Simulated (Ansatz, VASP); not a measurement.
SiCl4: VASP beside Ansatz

```
Si Cl
1.0
    14.00000    0.00000    0.00000
     0.00000   14.50000    0.00000
     0.00000    0.00000   15.00000
Si Cl
1 4
Direct
  0.49974 0.49985 0.49986
  0.58337 0.58151 0.57789
  0.58399 0.41847 0.42212
  0.41580 0.58024 0.42088
  0.41579 0.41912 0.57851
```

Alike in both runs: functional PBE; dispersion D3(BJ); k mesh 1 × 1 × 1; occupations gaussian, width 0.005 eV; no spin polarisation.

Ansatz relaxed the structure, and its values are those at the end. VASP's run is a single point on that final structure, the one shown.

|  | VASP | Ansatz |
| --- | --- | --- |
| version | VASP 6.6.1 | Ansatz 0.2.0 |
| potentials or method | VASP PAW PBE potentials, release 64 (Si, Cl), cutoff 520 eV | scalar-relativistic, plane waves, PAW |
| valence electrons in the cell | 32 | 32 |

|  | VASP | Ansatz | Ansatz less VASP |
| --- | --- | --- | --- |
| gap on the k mesh at the Fermi level (eV) | 6.17 | 6.13 | -0.048 |
| rms of the force components (eV/Å) | 0.023 | 0.004 | -0.0195 |
